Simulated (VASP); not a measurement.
Wanted: the native input for a VASP 6.6.1 run.

```yaml
Task: single point
Functional: PBEsol
Potentials_or_basis: VASP PAW PBE potentials, release 64 (Re)
Cutoff: 520 eV
k_mesh: 6 × 6 × 4
Occupations: gaussian, width 0.1 eV
Spin: no spin polarisation
Dipole_correction: no
Further_INCAR_settings: ALGO = Fast; EDIFF = 1e-06; NBANDS = 14
```

The structure of Re lies in POSCAR:

```
Re
1.0
    2.7505210000      0.0000000000      0.0000000000
   -1.3752610000      2.3820210000      0.0000000000
    0.0000000000      0.0000000000      4.4915830000
Re
2
Direct
    0.0000000000      0.0000000000      0.0000000000
    0.3333333300      0.6666666700      0.5000000000
```

The input as run:

INCAR

```
SYSTEM = Re
ALGO = Fast
EDIFF = 1E-6
ENCUT = 520
GGA = PS
ISIF = 2
ISMEAR = 0
LASPH = .TRUE.
LCHARG = .TRUE.
LELF = .TRUE.
LREAL = .FALSE.
LVHAR = .TRUE.
LWAVE = .FALSE.
NBANDS = 14
NELM = 60
PREC = Accurate
SIGMA = 0.1
```

KPOINTS

```
k-points
0
G
  6 6 4
  0 0 0
```

Potentials or basis: VASP PAW PBE potentials, release 64 (Re).

The run is started by

```bash
$ cat potpaw_PBE.64/Re/POTCAR > POTCAR
$ mpirun -np 1 vasp_std > vasp.out
```

Results of the run:

* Pressure: -3.8 GPa
* Band gap on the k mesh: zero (bands 7 and 8 overlap by 2.75 eV)

Caveat: the k points lie up to 0.44 Å⁻¹ apart, too coarse for converged energies and pressures of a metal; the PAW data sets were made with another functional, which shifts forces and pressure a little; spin-orbit coupling is left out, which moves the levels of the heavy elements.

Wall time 9.8 s on 1 thread of Intel(R) Xeon(R) Platinum 8259CL CPU @ 2.50GHz (Skylake/Cascade Lake) (shared host), peak memory 0.14 GiB.
